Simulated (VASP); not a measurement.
# Al (Fd-3m) in VASP: a series of runs

Al is run at these levels: PBE; tasks: single point, relaxation of cell and atoms.

Program: VASP 6.6.1. These are calculated values, not measurements. Logs are shortened: lines on timing, memory, paths and dates and some standing lists are left out, and cuts for length are marked.

## 1. The cell of the first run

It takes space group Fd-3m (No. 227, cubic). The conventional cell has a = 6.047 Å, b = 6.047 Å, c = 6.047 Å, α = 90.00°, β = 90.00°, γ = 90.00°. Al (site symmetry -43m) has 4 Al at 2.62 Å within 3.5 Å.

This isn't the form of Al at room conditions, which is fcc.

## 2. Single point, PBE

The input, INCAR:

```
PREC = Accurate
ENCUT = 500
EDIFF = 1E-6
ISMEAR = 1
SIGMA = 0.1
LREAL = False
LASPH = True
NELM = 120
ALGO = Normal
ISIF = 2
LWAVE = False
LCHARG = True
GGA = PE
LELF = True
LVHAR = True
NBANDS = 10
GGA_COMPAT = False
```

The input, KPOINTS:

```
regular mesh
0
Gamma
  7 7 7
```

The input, POSCAR:

```
Al
1.0
    0.0000000000      3.0237104124      3.0237104124
    3.0237104124      0.0000000000      3.0237104124
    3.0237104124      3.0237104124      0.0000000000
Al
2
Direct
    0.0000000000      0.0000000000      0.0000000000
    0.2500000000      0.2500000000      0.2500000000
```

Potentials or basis: VASP PAW PBE potentials, release 64 (Al).

The run is started by

```sh
cat potpaw_PBE.64/Al/POTCAR > POTCAR
mpirun -np 1 vasp_std > vasp.out
```

OUTCAR:

```text
PREC = Accurate
   ENCUT = 500
   EDIFF = 1E-6
   ISMEAR = 1
   LREAL = False
   LASPH = True
   NELM = 120
   ISIF = 2
   GGA = PE

 ion  position               nearest neighbor table
   1  0.000  0.000  0.000-   2 2.62   2 2.62   2 2.62   2 2.62
   2  0.250  0.250  0.250-   1 2.62   1 2.62   1 2.62   1 2.62

  LATTYP: Found a face centered cubic cell.
 ALAT       =     6.0474208248

  Lattice vectors:

 A1 = (   0.0000000000,   3.0237104124,   3.0237104124)
 A2 = (   3.0237104124,   0.0000000000,   3.0237104124)
 A3 = (   3.0237104124,   3.0237104124,   0.0000000000)

Analysis of symmetry for initial positions (statically):
=====================================================================
 Subroutine PRICEL returns:
 Original cell was already a primitive cell.

 Routine SETGRP: Setting up the symmetry group for a
 face centered cubic supercell.

 Subroutine GETGRP returns: Found 48 space group operations
 (whereof 24 operations were pure point group operations)
 out of a pool of 48 trial point group operations.

The static configuration has the point symmetry T_d .
 The point group associated with its full space group is O_h .

Analysis of symmetry for dynamics (positions and initial velocities):
=====================================================================
 Subroutine PRICEL returns:
 Original cell was already a primitive cell.

 Routine SETGRP: Setting up the symmetry group for a
 face centered cubic supercell.

 Subroutine GETGRP returns: Found 48 space group operations
 (whereof 24 operations were pure point group operations)
 out of a pool of 48 trial point group operations.

The dynamic configuration has the point symmetry T_d .
 The point group associated with its full space group is O_h .

 Subroutine INISYM returns: Found 48 space group operations
 (whereof 24 operations are pure point group operations),
 and found     1 'primitive' translations

----------------------------------------------------------------------------------------

                                     Primitive cell

  volume of cell :      55.2905

  direct lattice vectors                    reciprocal lattice vectors
     0.000000000  3.023710412  3.023710412    -0.165359751  0.165359751  0.165359751
     3.023710412  0.000000000  3.023710412     0.165359751 -0.165359751  0.165359751
     3.023710412  3.023710412  0.000000000     0.165359751  0.165359751 -0.165359751

  length of vectors
[... 83 lines left out ...]
   ISIF   =      2    stress and relaxation
   ISYM   =      2    0-nonsym 1-usesym 2-fastsym
   POTIM  = 0.5000    time-step for ionic-motion
   TEBEG  =    0.0;   TEEND  =   0.0 temperature during run
   PSTRESS=    0.0 pullay stress
   NELECT =       6.0000    total number of electrons
   NUPDOWN=      -1.0000    fix difference up-down
   EMIN   =  10.00;   EMAX   =-10.00  energy-range for DOS
   EFERMI =   0.00;   METHOD = LEGACY
   ISMEAR =     1;   SIGMA  =   0.10  broadening in eV -4-tet -1-fermi 0-gaus
   EFERMI_NEDOS =   21; number of points for ismear=-14 and -15
   IALGO  =     38    algorithm
   IMIX   =      4    mixing-type and parameters
     AMIX     =   0.40;   BMIX     =  1.00
     AMIX_MAG =   1.60;   BMIX_MAG =  1.00
  volume/ion in A,a.u.               =      27.65       186.56
  Fermi-wavevector in a.u.,A,eV,Ry     =   0.780863  1.475618  8.296120  0.609748
  Thomas-Fermi vector in A             =   1.884263
   LORBIT       =      0    0 simple, 1 ext, 2 COOP (PROOUT), +10 PAW based schemes
   GGA     = PE    functional components
   LHFCALC =     F    Hartree Fock is set to
   AEXX    =    0.0000 exact exchange contribution
   IVDW    =     0    specifies the selected vdW correction
   LEPSILON=     F    determine dielectric tensor
   LRPA    =     F    only Hartree local field effects (RPA)
 non-spin polarized calculation
 Methfessel and Paxton  Order N= 1 SIGMA  =   0.10
  energy-cutoff  :      500.00
  volume of cell :       55.29
 maximum number of plane-waves:      1418
   NGX = 15   NGY = 15   NGZ = 15

 number of electron       6.0000000 magnetization

 Free energy of the ion-electron system (eV)
  ---------------------------------------------------
  ext. energy  EPLUGINS =         0.00000000
  ---------------------------------------------------
  free energy    TOTEN  =        -5.98775760 eV

  energy without entropy =       -5.98457614  energy(sigma->0) =       -5.98669711

 E-fermi :   2.8015     XC(G=0):  -8.1321

 val. band max:        2.7856109650   @ k =  -0.4286   0.2857   0.1429
 cond. band min:       2.9235148813   @ k =   0.4286   0.1429   0.0000
 fundamental gap:      0.1379039163
 Fermi energy:         2.8015158726

 k-point     1 :       0.0000    0.0000    0.0000
  band No.  band energies     occupation
      1      -5.0711      2.00000
      2       4.8772      0.00000
      3       4.8772      0.00000
      4       4.8772      0.00000
      5       6.7270      0.00000
      6       6.7270      0.00000
      7       6.7270      0.00000
      8       7.9434      0.00000
      9      10.5730      0.00000
     10      10.6560      0.00000
[... 235 lines left out ...]
 k-point    20 :      -0.2857    0.4286    0.1429
  band No.  band energies     occupation
      1      -1.8798      2.00000
      2      -1.0035      2.00000
      3       1.0641      2.00000
      4       2.0923      2.00000
      5       6.6817      0.00000
      6       8.3954      0.00000
      7       9.2957      0.00000
      8       9.2963      0.00000
      9      12.2006      0.00000
     10      13.0753      0.00000

------------------------ aborting loop because EDIFF is reached ----------------------------------------

  FORCE on cell =-STRESS in cart. coord.  units (eV):
  Direction    XX          YY          ZZ          XY          YZ          ZX
  --------------------------------------------------------------------------------------
  -------------------------------------------------------------------------------------
  Total       -0.0145526     -0.0145526     -0.0145526      0.0000000      0.0000000      0.0000000
  in kB       -0.4216970     -0.4216970     -0.4216970      0.0000000      0.0000000      0.0000000
  external PRESSURE =      -0.4216970 kB  Pullay stress =       0.0000000 kB

 VOLUME and BASIS-vectors are now :
 -----------------------------------------------------------------------------
  energy-cutoff  :      500.00
  volume of cell :       55.29
      direct lattice vectors                 reciprocal lattice vectors
     0.000000000  3.023710412  3.023710412    -0.165359751  0.165359751  0.165359751
     3.023710412  0.000000000  3.023710412     0.165359751 -0.165359751  0.165359751
     3.023710412  3.023710412  0.000000000     0.165359751  0.165359751 -0.165359751

 POSITION                                       TOTAL-FORCE (eV/Angst)
 -----------------------------------------------------------------------------------
      0.00000      0.00000      0.00000         0.000000      0.000000      0.000000
      1.51186      1.51186      1.51186        -0.000000     -0.000000     -0.000000
 -----------------------------------------------------------------------------------
    total drift:                               -0.000000     -0.000000      0.000000

  FREE ENERGIE OF THE ION-ELECTRON SYSTEM (eV)
  ---------------------------------------------------
  free  energy   TOTEN  =        -5.9877575961 eV

  energy  without entropy=       -5.9845761402  energy(sigma->0) =       -5.98669711
```

stdout:

```text
POSCAR found type information on POSCAR Al
 POSCAR found :  1 types and       2 ions
 scaLAPACK will be used
 LDA part: xc-table for (Slater+PW92), standard interpolation
 POSCAR, INCAR and KPOINTS ok, starting setup
 FFT: planning ... GRIDC
 FFT: planning ... GRID_SOFT
 FFT: planning ... GRID
 WAVECAR not read
 entering main loop
```

It took 7.3 s on 1 thread of Intel Xeon Platinum 8259CL at 2.50GHz (Skylake/Cascade Lake), shared host; peak memory 0.16 GiB.

Results:

```yaml
Free_energy: -5.9878 eV
Pressure: 0.0 GPa
Band_gap_on_the_k_mesh: zero (bands 3 and 4 overlap by 2.87 eV)
```

(Part 1 of 2 ends here.)
